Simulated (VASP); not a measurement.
# CaO (I4/mmm) in VASP: further runs, part 2 of 2

VASP 6.6.1. The steps go on from the part before.

## Step 3: Single point, PBE (strain +0.030 along x and y, -0.030 along z)

The input, INCAR:

```
ALGO     = Normal         # electronic algorithm
EDIFF    = 1E-7           # SCF threshold, eV
ENCUT    = 520            # plane-wave cutoff, eV
GGA      = PE             # functional
ISIF     = 2              # what is computed and relaxed
ISMEAR   = 0              # smearing method
LASPH    = True           # aspherical terms in the spheres
LCHARG   = False          # write CHGCAR
LREAL    = False          # projectors in reciprocal space
LWAVE    = False          # write WAVECAR
NBANDS   = 15             # bands
NELM     = 100            # most SCF steps
PREC     = Accurate       # precision mode
SIGMA    = 0.05           # smearing width, eV
```

The input, KPOINTS:

```
k-points
0
Gamma
  8 8 8
```

The input, POSCAR:

```
CaO
1.0
    0.0000000000      2.5224700000      2.3755300000
    2.5224700000      0.0000000000      2.3755300000
    2.5224700000      2.5224700000      0.0000000000
Ca O
1 1
Direct
    0.0000000000      0.0000000000      0.0000000000
    0.5000000000      0.5000000000      0.5000000000
```

Potentials or basis: VASP PAW PBE potentials, release 64 (Ca_sv, O).

Command:

```bash
$ cat potpaw_PBE.64/Ca_sv/POTCAR potpaw_PBE.64/O/POTCAR > POTCAR
$ mpirun -np 1 vasp_std > vasp.out
```

OUTCAR:

```text
EDIFF = 1E-7
   ENCUT = 520
   GGA = PE
   ISIF = 2
   ISMEAR = 0
   LASPH = True
   LREAL = False
   NELM = 100
   PREC = Accurate

 ion  position               nearest neighbor table
   1  0.000  0.000  0.000-   2 2.38   2 2.38   2 2.52   2 2.52   2 2.52   2 2.52
   2  0.500  0.500  0.500-   1 2.38   1 2.38   1 2.52   1 2.52   1 2.52   1 2.52

  LATTYP: Found a body centered tetragonal cell.
 ALAT       =     3.5673112847
 C/A-ratio  =     1.3318321898

[... 621 lines left out ...]

------------------------ aborting loop because EDIFF is reached ----------------------------------------

  FORCE on cell =-STRESS in cart. coord.  units (eV):
  Direction    XX          YY          ZZ          XY          YZ          ZX
  --------------------------------------------------------------------------------------
  -------------------------------------------------------------------------------------
  Total       -1.4039685     -1.4039685     -0.1428895      0.0000000      0.0000000      0.0000000
  in kB      -74.4089927    -74.4089927     -7.5730071      0.0000000      0.0000000      0.0000000
  external PRESSURE =     -52.1303309 kB  Pullay stress =       0.0000000 kB

 VOLUME and BASIS-vectors are now :
 -----------------------------------------------------------------------------
  energy-cutoff  :      520.00
  volume of cell :       30.23
      direct lattice vectors                 reciprocal lattice vectors
     0.000000000  2.522470000  2.375530000    -0.198218413  0.198218413  0.210479346
     2.522470000  0.000000000  2.375530000     0.198218413 -0.198218413  0.210479346
     2.522470000  2.522470000  0.000000000     0.198218413  0.198218413 -0.210479346

 POSITION                                       TOTAL-FORCE (eV/Angst)
 -----------------------------------------------------------------------------------
      0.00000      0.00000      0.00000        -0.000000      0.000000      0.000000
      2.52247      2.52247      2.37553         0.000000     -0.000000      0.000000
 -----------------------------------------------------------------------------------
    total drift:                                0.000000      0.000000      0.000000

  FREE ENERGIE OF THE ION-ELECTRON SYSTEM (eV)
  ---------------------------------------------------
  free  energy   TOTEN  =       -12.7463279718 eV

  energy  without entropy=      -12.7463279718  energy(sigma->0) =      -12.74632797
```

OSZICAR:

```text
N       E                     dE             d eps       ncg     rms          rms(c)
DAV:   1     0.123364533493E+03    0.12336E+03   -0.83188E+03  1770   0.107E+03
DAV:   2    -0.906531483804E+01   -0.13243E+03   -0.12420E+03  2241   0.285E+02
DAV:   3    -0.143352720956E+02   -0.52700E+01   -0.52337E+01  2093   0.588E+01
DAV:   4    -0.144868253733E+02   -0.15155E+00   -0.15144E+00  2652   0.880E+00
DAV:   5    -0.144882002975E+02   -0.13749E-02   -0.13749E-02  2010   0.821E-01    0.862E+00
DAV:   6    -0.128467880521E+02    0.16414E+01   -0.55652E+00  1973   0.219E+01    0.387E+00
DAV:   7    -0.127504336016E+02    0.96354E-01   -0.45724E-01  1924   0.668E+00    0.185E+00
DAV:   8    -0.127466810062E+02    0.37526E-02   -0.82819E-02  2211   0.308E+00    0.398E-01
DAV:   9    -0.127455917575E+02    0.10892E-02   -0.43285E-03  1869   0.535E-01    0.116E-01
DAV:  10    -0.127463508364E+02   -0.75908E-03   -0.87621E-04  2121   0.251E-01    0.504E-02
DAV:  11    -0.127463274798E+02    0.23357E-04   -0.50460E-05  2149   0.835E-02    0.640E-03
DAV:  12    -0.127463278228E+02   -0.34304E-06   -0.94453E-06  1994   0.249E-02    0.465E-03
DAV:  13    -0.127463279230E+02   -0.10013E-06   -0.40278E-07  2226   0.727E-03    0.957E-04
DAV:  14    -0.127463279718E+02   -0.48823E-07   -0.49043E-08  1592   0.240E-03
   1 F= -.12746328E+02 E0= -.12746328E+02  d E =-.215028E-14
```

stdout:

```text
POSCAR found type information on POSCAR CaO
 POSCAR found :  2 types and       2 ions
 scaLAPACK will be used
 LDA part: xc-table for (Slater+PW92), standard interpolation
 POSCAR, INCAR and KPOINTS ok, starting setup
 FFT: planning ... GRIDC
 FFT: planning ... GRID_SOFT
 FFT: planning ... GRID
 WAVECAR not read
 entering main loop
```

Wall time 20 s (1 thread of Intel Xeon Platinum 8488C (Sapphire Rapids), shared host); peak memory 0.17 GiB.

What came out:

- Free energy: -12.7463 eV
- Pressure: -5.2 GPa
- Band gap on the k mesh: 3.45 eV, indirect (least direct gap 3.90 eV)

Stress tensor (GPa, compression positive):
```
-7.44  0.00  0.00
 0.00 -7.44  0.00
 0.00  0.00 -0.76
```

Caveat: the cell differs from its parent crystal (strain +0.030 along x and y, -0.030 along z). A k mesh can miss the band edges.

## Step 4: Single point, PBE (strain +0.030 along x and y, -0.015 along z)

The input, INCAR:

```
SYSTEM = CaO
  ALGO = Normal
  EDIFF = 1E-6
  ENCUT = 520
  GGA = PE
  ISIF = 2
  ISMEAR = 0
  LASPH = .TRUE.
  LCHARG = .TRUE.
  LELF = .TRUE.
  LREAL = .FALSE.
  LVHAR = .TRUE.
  LWAVE = .FALSE.
  NBANDS = 15
  NELM = 60
  PREC = Accurate
  SIGMA = 0.05
```

The input, KPOINTS:

```
k-points
0
G
  8 8 8
  0 0 0
```

The input, POSCAR:

```
CaO
1.0
    0.0000000000      2.5224700000      2.4122650000
    2.5224700000      0.0000000000      2.4122650000
    2.5224700000      2.5224700000      0.0000000000
Ca O
1 1
Direct
    0.0000000000      0.0000000000      0.0000000000
    0.5000000000      0.5000000000      0.5000000000
```

Command:

```bash
$ cat potpaw_PBE.64/Ca_sv/POTCAR potpaw_PBE.64/O/POTCAR > POTCAR
$ mpirun -np 1 vasp_std > vasp.out
```

Run time: 17 s. Hardware: 1 thread of Intel Xeon Platinum 8488C (Sapphire Rapids), shared host; peak memory 0.17 GiB.

Results (log left out):

```yaml
Free_energy: -12.7399 eV
Pressure: -6.7 GPa
Band_gap_on_the_k_mesh: 3.51 eV, indirect (least direct gap 3.85 eV)
```

Stress tensor (GPa, compression positive):
```
-8.16  0.00  0.00
 0.00 -8.16  0.00
 0.00  0.00 -3.87
```

Levels at points of the mesh, in eV from the valence-band top:
```tsv
k point	band 5	band 6	band 7	band 8	band 9	band 10	band 11	band 12
(0.00, 0.00, 0.00)	-15.40	-0.07	-0.07	0.00	3.85	5.84	5.84	6.10
(0.50, 0.00, 0.00)	-14.54	-2.46	-1.08	-1.07	6.53	7.69	7.77	7.79
(0.50, 0.50, 0.00)	-15.16	-1.22	-0.50	-0.50	3.51	7.33	8.27	8.83
(0.50, 0.00, 0.50)	-15.17	-1.44	-0.42	-0.37	3.65	7.23	8.32	8.67
```

Caveat: the cell differs from its parent crystal (strain +0.030 along x and y, -0.015 along z). A k mesh can miss the band edges.

## Step 5: Summary

```csv
cell,gap on the mesh (eV),pressure (GPa)
"a = 3.438, b = 3.438, c = 3.515 Å, angles 59.3, 59.3, 61.5°, 2 atoms",3.49,-3.0
"a = 3.465, b = 3.465, c = 3.567 Å, angles 59.0, 59.0, 62.0°, 2 atoms",3.45,-5.2
"a = 3.490, b = 3.490, c = 3.567 Å, angles 59.3, 59.3, 61.5°, 2 atoms",3.51,-6.7
```

Alike in all rows: task single point; level PBE; potentials or basis VASP PAW PBE potentials, release 64 (Ca_sv, O); no spin polarisation; k mesh 8 × 8 × 8; cutoff (eV) 520; smearing gaussian 0.05 eV.

Total energies depend on the potentials used, so only differences within one code and one set of settings carry meaning.
